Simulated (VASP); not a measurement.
Here is a VASP 6.6.1 calculation.

File INCAR:

```
SYSTEM = Al
PREC = Accurate
ENCUT = 500
EDIFF = 1E-6
ISMEAR = -1
SIGMA = 0.1
LREAL = .False.
LASPH = .True.
NELM = 120
ALGO = Normal
ISIF = 2
LWAVE = .False.
LCHARG = .True.
GGA = PE
LELF = .True.
LVHAR = .True.
NBANDS = 8
GGA_COMPAT = .False.
```

File KPOINTS:

```
Automatic mesh
0
Gamma
  12 12 12
  0 0 0
```

The input POSCAR:

```
Al
1.0
    0.0000000000      2.0250000000      2.0250000000
    2.0250000000      0.0000000000      2.0250000000
    2.0250000000      2.0250000000      0.0000000000
Al
1
Direct
    0.0000000000      0.0000000000      0.0000000000
```

Potentials or basis: VASP PAW PBE potentials, release 64 (Al).

The run is started by

```bash
$ cat potpaw_PBE.64/Al/POTCAR > POTCAR
$ mpirun -np 1 vasp_std > vasp.out
```

Problem. What does it give for the pressure?

Solution. -0.4 GPa.
